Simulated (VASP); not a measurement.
Set up this calculation in VASP 6.6.1, as the native input.

- Task: relaxation of shape and atoms at fixed volume
- Functional: PBE
- Potentials or basis: VASP PAW PBE potentials, release 64 (Cd, S)
- Cutoff: 600 eV
- k mesh: 10 × 10 × 6
- Occupations: gaussian, width 0.05 eV
- Spin: no spin polarisation
- Dipole correction: no
- Further INCAR settings: ALGO = Normal; EDIFF = 1e-06; IBRION = 2; EDIFFG = -0.02; NSW = 60; ISIF = 4

The structure of CdS lies in POSCAR:

```
CdS
1.0
    4.1347992987      0.0000000000      0.0000000000
   -2.0673996494      3.5808412322      0.0000000000
    0.0000000000      0.0000000000      6.7490001556
Cd S
2 2
Direct
    0.3333333333      0.6666666667      0.0000000000
    0.6666666667      0.3333333333      0.5000000000
    0.3333333333      0.6666666667      0.3850000000
    0.6666666667      0.3333333333      0.8850000000
```

These files were run (other wordings do the same):

INCAR

```
  PREC = Accurate
  ENCUT = 600
  EDIFF = 1E-6
  ISMEAR = 0
  SIGMA = 0.05
  LREAL = F
  LASPH = T
  NELM = 80
  ALGO = Normal
  ISIF = 4
  LWAVE = F
  LCHARG = F
  GGA = PE
  IBRION = 2
  NSW = 60
  EDIFFG = -0.02
```

KPOINTS

```
regular mesh
0
Gamma
  10 10 6
```

Potentials or basis: VASP PAW PBE potentials, release 64 (Cd, S).

The run is started by

```console
$ cat potpaw_PBE.64/Cd/POTCAR potpaw_PBE.64/S/POTCAR > POTCAR
$ mpirun -np 1 vasp_std > vasp.out
```

Results of the run:

```
Energy gained by relaxing    : 4.3 meV/atom
Ionic steps                  : 5
Pressure after relaxing      : 2.7 GPa
Largest force after relaxing : 0.015 eV/Å
Band gap on the k mesh       : 1.22 eV
```

It took 6.4 min on 1 thread of Oxide Virtual Turin-like Processor (shared host), peak memory 0.31 GiB.
